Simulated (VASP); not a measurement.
A run of VASP 6.6.1:

INCAR

```
PREC = Accurate
ENCUT = 520
EDIFF = 1E-6
ISMEAR = -1
SIGMA = 0.0134
LREAL = False
LASPH = True
NELM = 60
ALGO = Normal
ISIF = 2
LWAVE = False
LCHARG = False
GGA = PS
NBANDS = 12
```

KPOINTS

```
regular mesh
0
Gamma
  14 14 14
```

The input POSCAR:

```
Sc
1.0
   -1.6950560000      1.6950560000      1.6950560000
    1.6950560000     -1.6950560000      1.6950560000
    1.6950560000      1.6950560000     -1.6950560000
Sc
1
Direct
    0.0000000000      0.0000000000      0.0000000000
```

Potentials or basis: VASP PAW PBE potentials, release 64 (Sc_sv).

Run with:

```bash
$ cat potpaw_PBE.64/Sc_sv/POTCAR > POTCAR
$ mpirun -np 1 vasp_std > vasp.out
```

Hardware: 1 thread of AMD EPYC 9R14 (Zen 4), on a shared host.

Q: Estimate the wall time of this run.

A: It took 17 s on 1 thread of AMD EPYC 9R14 (Zen 4) (shared host), peak memory 0.12 GiB. Counts: scf iterations 11, k points 104.
